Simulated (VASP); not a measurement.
Here is a VASP 6.6.1 calculation.

Contents of POSCAR:

```
CdGa
1.0
    0.0000000000      2.7606033588      2.7606033588
    2.7606033588      0.0000000000      2.7606033588
    2.7606033588      2.7606033588      0.0000000000
Cd Ga
1 1
Direct
    0.0000000000      0.0000000000      0.0000000000
    0.5000000000      0.5000000000      0.5000000000
```

Contents of INCAR.step1:

```
  ALGO = Normal
  EDIFF = 1E-4
  ENCUT = 520
  GGA = PE
  ISMEAR = 0
  LASPH = True
  LCHARG = False
  LREAL = False
  LWAVE = True
  NBANDS = 20
  NELM = 100
  PREC = Accurate
  SIGMA = 0.1
```

The input INCAR.step2:

```
  ALGO = Normal
  EDIFF = 1E-6
  ENCUT = 520
  ISIF = 2
  ISMEAR = 0
  ISTART = 1
  LASPH = True
  LCHARG = False
  LMIXTAU = True
  LREAL = False
  LWAVE = False
  METAGGA = R2SCAN
  NBANDS = 20
  NELM = 100
  PREC = Accurate
  SIGMA = 0.1
```

The input KPOINTS:

```
k-points
0
Gamma
  6 6 6
```

Potentials or basis: VASP PAW PBE potentials, release 64 (Cd, Ga_d).

Run with:

```sh
$ cat potpaw_PBE.64/Cd/POTCAR potpaw_PBE.64/Ga_d/POTCAR > POTCAR
$ cp INCAR.step1 INCAR
$ mpirun -np 1 vasp_std > vasp.out
$ cp INCAR.step2 INCAR
$ mpirun -np 1 vasp_std > vasp.out
```

Problem. Estimate the pressure.

Solution. 4.0 GPa.

Caveat: the PAW data sets were made with another functional, which shifts forces and pressure a little.
